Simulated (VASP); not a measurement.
# AlN: single point with PBE

AlN:

```
Al N
1.0
     2.87982    0.00000    0.00000
    -1.43991    2.49400    0.00000
     0.00000    0.00000    4.81726
Al N
2 2
Direct
  0.33333 0.66667 0.00173
  0.66667 0.33333 0.50173
  0.33333 0.66667 0.38327
  0.66667 0.33333 0.88327
```

This cell differs from its parent crystal: strain -0.080 along x and y, -0.040 along z.

* Program: VASP 6.6.1
* Task: single point
* Functional: PBE
* Potentials or basis: VASP PAW PBE potentials, release 64 (Al, N)
* Cutoff: 520 eV
* k mesh: 12 × 12 × 6
* Occupations: gaussian, width 0.05 eV
* Spin: no spin polarisation

```yaml
Pressure: 61.4 GPa
Largest_force: 0.917 eV/Å
Band_gap_on_the_k_mesh: 5.10 eV, indirect (least direct gap 6.05 eV)
```

Forces in eV/Å, atoms in the order of the input:
```
Al   0.000  0.000  0.917
Al   0.000  0.000  0.917
N    0.000  0.000 -0.917
N    0.000  0.000 -0.917
```

Stress tensor (GPa, compression positive):
```
72.31  0.00  0.00
 0.00 72.31  0.00
 0.00  0.00 39.57
```

Levels at points of the mesh, in eV from the valence-band top:
```tsv
k point	band 5	band 6	band 7	band 8	band 9	band 10	band 11	band 12
(0.00, 0.00, 0.00)	-0.56	-0.04	0.00	0.00	6.05	9.07	12.19	13.20
(0.50, 0.00, 0.00)	-3.61	-1.95	-1.90	-0.57	6.05	6.91	10.08	11.64
(0.00, 0.00, 0.50)	-0.29	-0.29	-0.29	-0.29	8.57	8.57	11.95	11.95
(0.50, 0.00, 0.50)	-1.50	-1.50	-1.33	-1.33	5.94	5.94	10.56	10.56
```

Run time: 35 s on 1 thread of Intel Xeon 6975P-C, with other jobs on the host, peak memory 0.17 GiB.

Caveat: the cell differs from its parent crystal (strain -0.080 along x and y, -0.040 along z). A k mesh can miss the band edges.
